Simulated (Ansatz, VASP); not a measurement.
# Tl: VASP beside Ansatz

INCAR

```
SYSTEM = Tl
  ALGO = Normal
  EDIFF = 1E-6
  ENCUT = 520
  GGA = CA
  ISIF = 2
  ISMEAR = 0
  LASPH = .TRUE.
  LCHARG = .FALSE.
  LREAL = .FALSE.
  LWAVE = .FALSE.
  NBANDS = 12
  NELM = 100
  PREC = Accurate
  SIGMA = 0.15
```

KPOINTS

```
k-points
0
G
  16 16 16
  0 0 0
```

Contents of POSCAR:

```
Tl
1.0
    0.0000000000      2.5279997638      2.4663412330
    2.5279997638      0.0000000000      2.4663412330
    2.5279997638      2.5279997638      0.0000000000
Tl
1
Direct
    0.0000000000      0.0000000000      0.0000000000
```

Input for Ansatz:

```yaml
crystal:
  lattice:
    - [0.0, 2.5279997638, 2.466341233]
    - [2.5279997638, 0.0, 2.466341233]
    - [2.5279997638, 2.5279997638, 0.0]
  atoms:
    - { symbol: Tl, position: [0.0, 0.0, 0.0] }
basis:
  ecutwfc: 420
kpoints:
  mp_grid: { grid: [16, 16, 16] }
hamiltonian:
  xc: lda
scf:
  occupations: { method: gaussian, width: 0.15 }
output:
  forces: true
  stress: true
  eigenvalues: true
```

Change from the starting cell: strain +0.025 along x and y, +0.000 along z, atoms carried along.

Alike in both runs: task single point; functional LDA; k mesh 16 × 16 × 16; occupations gaussian, width 0.15 eV; no spin polarisation.

```csv
,VASP,Ansatz
version,VASP 6.6.1,Ansatz 0.2.0
potentials or method,"VASP PAW LDA potentials, release 64 (Tl_d), cutoff 520 eV","scalar-relativistic, plane waves, PAW"
valence electrons in the cell,13,13
```

|  | VASP | Ansatz | Ansatz less VASP |
| --- | --- | --- | --- |
| gap on the k mesh at the Fermi level (eV) | none | none | - |
| pressure (GPa) | -4.4 | -4.4 | -0.03 |

LDA's correlation is that of Perdew and Zunger in VASP and of Perdew and Wang (1992) in Ansatz. A gap of «none» marks a metal or a gap that the smearing closes.

Spin-orbit coupling is off throughout.
